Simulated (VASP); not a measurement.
# ZnRe2 (I4_1/amd) in VASP: further runs

The runs below take ZnRe2 through single point, with PBE.

Everything below comes from runs of VASP 6.6.1. Logs are shortened: lines on timing, memory, paths and dates and some standing lists are left out, and cuts for length are marked.

**1. The cell of the first run**

It takes space group I4_1/amd (No. 141, tetragonal). The conventional cell has a = 4.144 Å, b = 4.144 Å, c = 10.415 Å, α = 90.00°, β = 90.00°, γ = 90.00°. Zn (site symmetry -4m2) has 6 Re at 2.12 to 2.15 Å within 2.8 Å. Within 2.8 Å of Re (site symmetry 2mm) lie 3 Zn at 2.12 to 2.15 Å and 2 Re at 2.68 Å.

**2. Single point, PBE**

File INCAR:

```
SYSTEM = ZnRe2
PREC = Accurate
ENCUT = 520
EDIFF = 1E-7
ISMEAR = 0
SIGMA = 0.1
LREAL = .FALSE.
LASPH = .TRUE.
NELM = 60
ALGO = Fast
ISIF = 2
LWAVE = .FALSE.
LCHARG = .FALSE.
GGA = PE
NBANDS = 35
```

File KPOINTS:

```
regular mesh
0
G
  6 6 6
  0 0 0
```

File POSCAR:

```
ZnRe2
1.0
   -2.0717845089      2.0717845089      5.2076506784
    2.0717845089     -2.0717845089      5.2076506784
    2.0717845089      2.0717845089     -5.2076506784
Zn Re
2 4
Direct
    0.0000000000      0.0000000000      0.0000000000
    0.7500000000      0.2500000000      0.5000000000
    0.2066000000      0.2066000000      0.0000000000
    0.9566000000      0.4566000000      0.5000000000
    0.5434000000      0.0434000000      0.5000000000
    0.7934000000      0.7934000000      0.0000000000
```

Potentials or basis: VASP PAW PBE potentials, release 64 (Zn, Re).

On the command line:

```sh
$ cat potpaw_PBE.64/Zn/POTCAR potpaw_PBE.64/Re/POTCAR > POTCAR
$ mpirun -np 1 vasp_std > vasp.out
```

OUTCAR:

```text
SYSTEM = ZnRe2
   PREC = Accurate
   ENCUT = 520
   EDIFF = 1E-7
   ISMEAR = 0
   LREAL = .FALSE.
   LASPH = .TRUE.
   NELM = 60
   ISIF = 2
   GGA = PE

 ion  position               nearest neighbor table
   1  0.000  0.000  0.000-   5 2.12   4 2.12   5 2.12   4 2.12   3 2.15   6 2.15
   2  0.750  0.250  0.500-   6 2.12   3 2.12   6 2.12   3 2.12   4 2.15   5 2.15
   3  0.207  0.207  0.000-   2 2.12   2 2.12   1 2.15   5 2.68   5 2.68   6 3.07   6 3.07   6 3.07
                             6 3.07   4 3.33   4 3.33   4 3.33   4 3.33
   4  0.957  0.457  0.500-   1 2.12   1 2.12   2 2.15   6 2.68   6 2.68   5 3.07   5 3.07   5 3.07
                             5 3.07   3 3.33   3 3.33   3 3.33   3 3.33
   5  0.543  0.043  0.500-   1 2.12   1 2.12   2 2.15   3 2.68   3 2.68   4 3.07   4 3.07   4 3.07
                             4 3.07   6 3.33   6 3.33   6 3.33   6 3.33
   6  0.793  0.793  0.000-   2 2.12   2 2.12   1 2.15   4 2.68   4 2.68   3 3.07   3 3.07   3 3.07
                             3 3.07   5 3.33   5 3.33   5 3.33   5 3.33

  LATTYP: Found a body centered tetragonal cell.
 ALAT       =     4.1435690178
 C/A-ratio  =     2.5136063408

  Lattice vectors:

 A1 = (  -2.0717845089,   2.0717845089,   5.2076506784)
 A2 = (   2.0717845089,  -2.0717845089,   5.2076506784)
 A3 = (   2.0717845089,   2.0717845089,  -5.2076506784)

Analysis of symmetry for initial positions (statically):
=====================================================================
 Subroutine PRICEL returns:
 Original cell was already a primitive cell.

 Routine SETGRP: Setting up the symmetry group for a
 body centered tetragonal supercell.

 Subroutine GETGRP returns: Found 16 space group operations
 (whereof  8 operations were pure point group operations)
 out of a pool of 16 trial point group operations.

The static configuration has the point symmetry D_2d.
 The point group associated with its full space group is D_4h.

Analysis of symmetry for dynamics (positions and initial velocities):
=====================================================================
 Subroutine PRICEL returns:
 Original cell was already a primitive cell.

 Routine SETGRP: Setting up the symmetry group for a
 body centered tetragonal supercell.

 Subroutine GETGRP returns: Found 16 space group operations
 (whereof  8 operations were pure point group operations)
 out of a pool of 16 trial point group operations.

The dynamic configuration has the point symmetry D_2d.
 The point group associated with its full space group is D_4h.

 Subroutine INISYM returns: Found 16 space group operations
 (whereof  8 operations are pure point group operations),
 and found     1 'primitive' translations

----------------------------------------------------------------------------------------

                                     Primitive cell

  volume of cell :      89.4110

  direct lattice vectors                    reciprocal lattice vectors
    -2.071784509  2.071784509  5.207650678     0.000000000  0.241337841  0.096012584
     2.071784509 -2.071784509  5.207650678     0.241337841  0.000000000  0.096012584
     2.071784509  2.071784509 -5.207650678     0.241337841  0.241337841  0.000000000

  length of vectors
     5.975299799  5.975299799  5.975299799     0.259735192  0.259735192  0.341303248

  position of ions in fractional coordinates (direct lattice)
     0.000000000  0.000000000  0.000000000
     0.750000000  0.250000000  0.500000000
     0.206600000  0.206600000  0.000000000
     0.956600000  0.456600000  0.500000000
     0.543400000  0.043400000  0.500000000
     0.793400000  0.793400000  0.000000000

  ion indices of the primitive-cell ions
   primitive index   ion index
                 1           1
                 2           2
                 3           3
                 4           4
                 5           5
                 6           6

----------------------------------------------------------------------------------------

 KPOINTS: regular mesh

Automatic generation of k-mesh.
 Grid dimensions read from file:
 generate k-points for:    6    6    6

 Generating k-lattice:

  Cartesian coordinates                     Fractional coordinates (reciprocal lattice)
     0.000000000  0.040222973  0.016002097     0.166666667  0.000000000  0.000000000
     0.040222973  0.000000000  0.016002097     0.000000000  0.166666667  0.000000000
     0.040222973  0.040222973  0.000000000     0.000000000  0.000000000  0.166666667

  Length of vectors
     0.043289199  0.043289199  0.056883875

  Shift w.r.t. Gamma in fractional coordinates (k-lattice)
     0.000000000  0.000000000  0.000000000

 Subroutine IBZKPT returns following result:
 ===========================================

 Found     30 irreducible k-points:

 Following reciprocal coordinates:
            Coordinates               Weight
  0.000000  0.000000  0.000000      1.000000
  0.166667 -0.000000  0.000000      8.000000
  0.333333 -0.000000  0.000000      8.000000
  0.500000 -0.000000  0.000000      4.000000
  0.166667  0.166667  0.000000      8.000000
  0.333333  0.166667  0.000000     16.000000
[... 16 lines left out ...]
 -0.333333 -0.333333  0.166667      8.000000
 -0.166667 -0.333333  0.166667      8.000000
 [... further k-points ...]
   k-points           NKPTS =     30   k-points in BZ     NKDIM =     30   number of bands    NBANDS=     35
   number of dos      NEDOS =    301   number of ions     NIONS =      6
   total plane-waves  NPLWV = 110592
   dimension x,y,z NGX =    48 NGY =   48 NGZ =   48
   dimension x,y,z NGXF=    96 NGYF=   96 NGZF=   96
   ions per type =               2   4
   NGX,Y,Z   is equivalent  to a cutoff of  13.35, 13.35, 13.35 a.u.
   NGXF,Y,Z  is equivalent  to a cutoff of  26.71, 26.71, 26.71 a.u.
 SYSTEM =  ZnRe2
   PREC   = accura    normal or accurate (medium, high low for compatibility)
   ISTART =      0    job   : 0-new  1-cont  2-samecut
   ICHARG =      2    charge: 1-file 2-atom 10-const
   ISPIN  =      1    spin polarized calculation?
   LNONCOLLINEAR =      F non collinear calculations
   LSORBIT =      F    spin-orbit coupling
   LASPH  =      T    aspherical Exc in radial PAW
   ENCUT  =  520.0 eV  38.22 Ry    6.18 a.u.  11.11 11.11 11.11*2*pi/ulx,y,z
   NELM   =     60;   NELMIN=  2; NELMDL= -5     # of ELM steps
   EDIFF  = 0.1E-06   stopping-criterion for ELM
   LREAL  =      F    real-space projection
   EDIFFG = 0.1E-05   stopping-criterion for IOM
   NSW    =      0    number of steps for IOM
   IBRION =     -1    ionic relax: 0-MD 1-quasi-New 2-CG
   NFREE  =      0    steps in history (QN), initial steepest desc. (CG)
   ISIF   =      2    stress and relaxation
   ISYM   =      2    0-nonsym 1-usesym 2-fastsym
   POTIM  = 0.5000    time-step for ionic-motion
   TEBEG  =    0.0;   TEEND  =   0.0 temperature during run
   PSTRESS=    0.0 pullay stress
   NELECT =      52.0000    total number of electrons
   NUPDOWN=      -1.0000    fix difference up-down
   EMIN   =  10.00;   EMAX   =-10.00  energy-range for DOS
   EFERMI =   0.00;   METHOD = LEGACY
   ISMEAR =     0;   SIGMA  =   0.10  broadening in eV -4-tet -1-fermi 0-gaus
   EFERMI_NEDOS =   21; number of points for ismear=-14 and -15
   IALGO  =     68    algorithm
   IMIX   =      4    mixing-type and parameters
     AMIX     =   0.40;   BMIX     =  1.00
     AMIX_MAG =   1.60;   BMIX_MAG =  1.00
  volume/ion in A,a.u.               =      14.90       100.56
  Fermi-wavevector in a.u.,A,eV,Ry     =   1.366508  2.582326 25.406771  1.867345
  Thomas-Fermi vector in A             =   2.492643
   LORBIT       =      0    0 simple, 1 ext, 2 COOP (PROOUT), +10 PAW based schemes
   GGA     = PE    functional components
   LHFCALC =     F    Hartree Fock is set to
   AEXX    =    0.0000 exact exchange contribution
   IVDW    =     0    specifies the selected vdW correction
   LEPSILON=     F    determine dielectric tensor
   LRPA    =     F    only Hartree local field effects (RPA)
 non-spin polarized calculation
 RMM-DIIS sequential band-by-band and
 Gauss-broadening in eV      SIGMA  =   0.10
  energy-cutoff  :      520.00
  volume of cell :       89.41
 maximum number of plane-waves:      2424
 NGX is ok and might be reduce to    48
   NGX = 23   NGY = 23   NGZ = 23

 number of electron      51.9999993 magnetization

 Free energy of the ion-electron system (eV)
  ---------------------------------------------------
  ext. energy  EPLUGINS =         0.00000000
  ---------------------------------------------------
  free energy    TOTEN  =       -29.64449467 eV

  energy without entropy =      -29.61440626  energy(sigma->0) =      -29.62945047

 E-fermi :   6.0800     XC(G=0): -12.7232

 val. band max:        6.0682493844   @ k =   0.3333   0.1667   0.1667
 cond. band min:       6.0894269852   @ k =  -0.3333   0.3333   0.3333
 fundamental gap:      0.0211776008
 Fermi energy:         6.0800193784

 k-point     1 :       0.0000    0.0000    0.0000
  band No.  band energies     occupation
      1      -4.6965      2.00000
      2      -4.2519      2.00000
      3      -3.9991      2.00000
      4      -3.9655      2.00000
      5      -3.7275      2.00000
      6      -3.6753      2.00000
[... 27 lines left out ...]
     34      11.3753      0.00000
     35      11.3759      0.00000

 k-point     2 :       0.1667   -0.0000    0.0000
  band No.  band energies     occupation
      1      -4.4233      2.00000
      2      -4.1078      2.00000
      3      -4.0778      2.00000
      4      -3.9222      2.00000
      5      -3.7816      2.00000
      6      -3.7441      2.00000
[... 27 lines left out ...]
     34       9.8832      0.00000
     35      11.2745      0.00000

 k-point     3 :       0.3333   -0.0000    0.0000
  band No.  band energies     occupation
      1      -4.2417      2.00000
      2      -4.0477      2.00000
      3      -3.8103      2.00000
      4      -3.8056      2.00000
      5      -3.7411      2.00000
      6      -3.6771      2.00000
[... 27 lines left out ...]
     34       9.8213      0.00000
     35      10.3599      0.00000

 k-point     4 :       0.5000   -0.0000    0.0000
  band No.  band energies     occupation
      1      -4.1932      2.00000
      2      -3.8586      2.00000
      3      -3.7978      2.00000
      4      -3.7814      2.00000
      5      -3.7509      2.00000
      6      -3.6098      2.00000
[... 27 lines left out ...]
     34       9.0419      0.00000
     35      11.2067      0.00000

 k-point     5 :       0.1667    0.1667    0.0000
  band No.  band energies     occupation
      1      -4.1368      2.00000
      2      -4.0986      2.00000
      3      -4.0058      2.00000
      4      -3.9808      2.00000
      5      -3.8053      2.00000
      6      -3.7412      2.00000
[... 638 lines left out ...]
 k-point    22 :      -0.1667    0.5000    0.1667
  band No.  band energies     occupation
      1      -4.2077      2.00000
      2      -4.0708      2.00000
      3      -3.8464      2.00000
      4      -3.8443      2.00000
      5      -3.6898      2.00000
      6      -3.6460      2.00000
[... 27 lines left out ...]
     34      10.3982      0.00000
     35      11.4988      0.00000

 k-point    23 :      -0.3333   -0.3333    0.1667
  band No.  band energies     occupation
      1      -4.1678      2.00000
      2      -4.1467      2.00000
      3      -3.9580      2.00000
      4      -3.9268      2.00000
      5      -3.7485      2.00000
      6      -3.6018      2.00000
[... 27 lines left out ...]
     34       9.1533      0.00000
     35      11.9367      0.00000

 k-point    24 :      -0.1667   -0.3333    0.1667
  band No.  band energies     occupation
      1      -4.2747      2.00000
      2      -4.1242      2.00000
      3      -4.0410      2.00000
      4      -3.8908      2.00000
      5      -3.7757      2.00000
      6      -3.7621      2.00000
[... 27 lines left out ...]
     34      10.1460      0.00000
     35      11.0282      0.00000

 [... further k-points ...]
[... 5 lines left out ...]
  --------------------------------------------------------------------------------------
  -------------------------------------------------------------------------------------
  Total       50.5037336     50.5037336     48.4054848      0.0000000      0.0000000      0.0000000
  in kB      904.9885175    904.9885175    867.3894939      0.0000000      0.0000000      0.0000000
  external PRESSURE =     892.4555096 kB  Pullay stress =       0.0000000 kB

 VOLUME and BASIS-vectors are now :
 -----------------------------------------------------------------------------
  energy-cutoff  :      520.00
  volume of cell :       89.41
      direct lattice vectors                 reciprocal lattice vectors
    -2.071784509  2.071784509  5.207650678     0.000000000  0.241337841  0.096012584
     2.071784509 -2.071784509  5.207650678     0.241337841  0.000000000  0.096012584
     2.071784509  2.071784509 -5.207650678     0.241337841  0.241337841  0.000000000

 POSITION                                       TOTAL-FORCE (eV/Angst)
 -----------------------------------------------------------------------------------
      0.00000      0.00000      0.00000        -0.000000     -0.000000      0.000000
      0.00000      2.07178      2.60383        -0.000000     -0.000000      0.000000
      0.00000      0.00000      2.15180         0.000000      0.000000      3.759084
     -0.00000      2.07178      4.75563         0.000000      0.000000      3.759084
      0.00000      2.07178      0.45202        -0.000000     -0.000000     -3.759084
      0.00000      0.00000      8.26350         0.000000      0.000000     -3.759084
 -----------------------------------------------------------------------------------
    total drift:                               -0.000000      0.000000      0.000000

  FREE ENERGIE OF THE ION-ELECTRON SYSTEM (eV)
  ---------------------------------------------------
  free  energy   TOTEN  =       -29.6444946705 eV

  energy  without entropy=      -29.6144062618  energy(sigma->0) =      -29.62945047
```

It took 15 min on 1 thread of Intel Xeon Platinum 8375C at 2.90GHz (Ice Lake), shared host; peak memory 0.37 GiB.

Results:

* Free energy: -29.6445 eV
* Pressure: 89.2 GPa
* Largest force: 3.759 eV/Å
* Band gap on the k mesh: zero (band 26 reaches 6.66 eV, above the bottom of band 27 at 5.67 eV)

Forces on the atoms (eV/Å):
```
Zn   0.000  0.000  0.000
Zn   0.000  0.000  0.000
Re   0.000  0.000  3.759
Re   0.000  0.000  3.759
Re   0.000  0.000 -3.759
Re   0.000  0.000 -3.759
```

Caveat: spin-orbit coupling is left out, which moves the levels of the heavy elements; forces of over 1 eV/Å act on the atoms, so gaps and moduli don't describe the material at rest.

**3. Single point, PBE**

This run uses another cell than the first one, of 16.43 Å³/atom, 1.103 times its volume.

File INCAR:

```
ALGO = Normal
EDIFF = 1E-7
ENCUT = 520
GGA = PE
ISIF = 2
ISMEAR = 0
LASPH = True
LCHARG = True
LELF = True
LREAL = False
LVHAR = True
LWAVE = False
NBANDS = 35
NELM = 80
PREC = Accurate
SIGMA = 0.1
```

File KPOINTS:

```
k-points
0
Gamma
  6 6 6
```

File POSCAR:

```
ZnRe2
1.0
   -2.5043205618      2.5043205618      3.9303079201
    2.5043205618     -2.5043205618      3.9303079201
    2.5043205618      2.5043205618     -3.9303079201
Zn Re
2 4
Direct
    0.0000000000      0.0000000000      0.0000000000
    0.7500000000      0.2500000000      0.5000000000
    0.3487298566      0.3487298566      0.0000000000
    1.0987298566      0.5987298566      0.5000000000
    0.4012701434     -0.0987298566      0.5000000000
    0.6512701434      0.6512701434      0.0000000000
```

Potentials or basis: VASP PAW PBE potentials, release 64 (Zn, Re).

On the command line:

```sh
$ cat potpaw_PBE.64/Zn/POTCAR potpaw_PBE.64/Re/POTCAR > POTCAR
$ mpirun -np 1 vasp_std > vasp.out
```

Wall time 4 min (1 thread of Intel Xeon Platinum 8375C at 2.90GHz (Ice Lake), shared host); peak memory 0.28 GiB.

Results (log left out):

```yaml
Free_energy: -46.4256 eV
Pressure: -0.6 GPa
Largest_force: 0.296 eV/Å
Band_gap_on_the_k_mesh: zero (band 26 reaches 5.66 eV, above the bottom of band 27 at 5.26 eV)
```

Forces in eV/Å, atoms in the order of the input:
```
Zn   0.000  0.000  0.000
Zn   0.000  0.000  0.000
Re   0.000  0.000  0.296
Re   0.000  0.000  0.296
Re   0.000  0.000 -0.296
Re   0.000  0.000 -0.296
```

Stress tensor (GPa, compression positive):
```
-0.18  0.00  0.00
 0.00 -0.18  0.00
 0.00  0.00 -1.54
```

Levels at points of the mesh, in eV from the Fermi level:
```csv
k point,band 23,band 24,band 25,band 26,band 27,band 28,band 29,band 30
"(0.00, 0.00, 0.00)",-1.47,-0.81,0.29,0.29,1.33,1.33,2.08,2.16
"(0.50, 0.00, 0.00)",-1.18,-1.06,-0.46,-0.03,0.14,0.23,1.27,1.46
"(0.50, 0.50, 0.00)",-1.10,-1.10,-0.65,-0.65,0.06,0.06,0.13,0.13
"(0.50, 0.50, 0.50)",-1.19,-1.19,-1.07,-1.07,0.90,0.90,1.09,1.09
```

Caveat: spin-orbit coupling is left out, which moves the levels of the heavy elements.
